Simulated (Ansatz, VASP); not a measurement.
One calculation of TaN, two programs

Contents of INCAR:

```
SYSTEM = TaN
PREC = Accurate ; ENCUT = 600
EDIFF = 1E-6 ; ISMEAR = -1
SIGMA = 0.05 ; LREAL = .FALSE.
LASPH = .TRUE. ; NELM = 100
ALGO = Normal ; ISIF = 3
LWAVE = .FALSE. ; LCHARG = .FALSE.
IBRION = 2 ; NSW = 80
EDIFFG = -0.01
```

The input KPOINTS:

```
regular mesh
0
G
  10 10 10
  0 0 0
```

POSCAR

```
TaN
1.0
    0.0000000000      2.2113230000      2.2113230000
    2.2113230000      0.0000000000      2.2113230000
    2.2113230000      2.2113230000      0.0000000000
Ta N
1 1
Direct
    0.5000000000      0.5000000000      0.5000000000
    0.0000000000      0.0000000000      0.0000000000
```

Contents of input.yaml:

```yaml
crystal:
  lattice:
    - [0.0, 2.211323, 2.211323]
    - [2.211323, 0.0, 2.211323]
    - [2.211323, 2.211323, 0.0]
  atoms:
    - { symbol: Ta, position: [0.5, 0.5, 0.5] }
    - { symbol: "N", position: [0.0, 0.0, 0.0] }
kpoints:
  mp_grid: { grid: [10, 10, 10] }
scf:
  occupations: { method: fermi_dirac, width: 0.05 }
hamiltonian:
  xc: lda
  pseudopotentials: { kind: all_electron, lapw: { basis_error: 0.001 } }
output:
  forces: true
  stress: true
relax:
  f_tol: 0.01
  max_steps: 60
  cell: {}
```

Alike in both runs: task relaxation of cell and atoms; functional LDA; k mesh 10 × 10 × 10; occupations fermi-dirac, width 0.05 eV; no spin polarisation.

|  | VASP | Ansatz |
| --- | --- | --- |
| version | VASP 6.6.1 | Ansatz 0.2.0 |
| potentials or method | VASP PAW LDA potentials, release 64 (Ta_pv, N), cutoff 600 eV | all-electron LAPW, scalar-relativistic |

|  | VASP | Ansatz | Ansatz less VASP |
| --- | --- | --- | --- |
| relaxed volume (Å³/atom) | 10.33 | 10.27 | -0.058 |
| relaxed cell length with the largest relative difference (Å) | 3.080 | 3.074 | -0.0058 |

LDA's correlation is that of Perdew and Zunger in VASP and of Perdew and Wang (1992) in Ansatz. Ansatz ran all-electron here, and VASP with PAW potentials.

Spin-orbit coupling is off throughout. Noted on VASP's run: too few bands were computed for a metal, which touches its energy and stress.
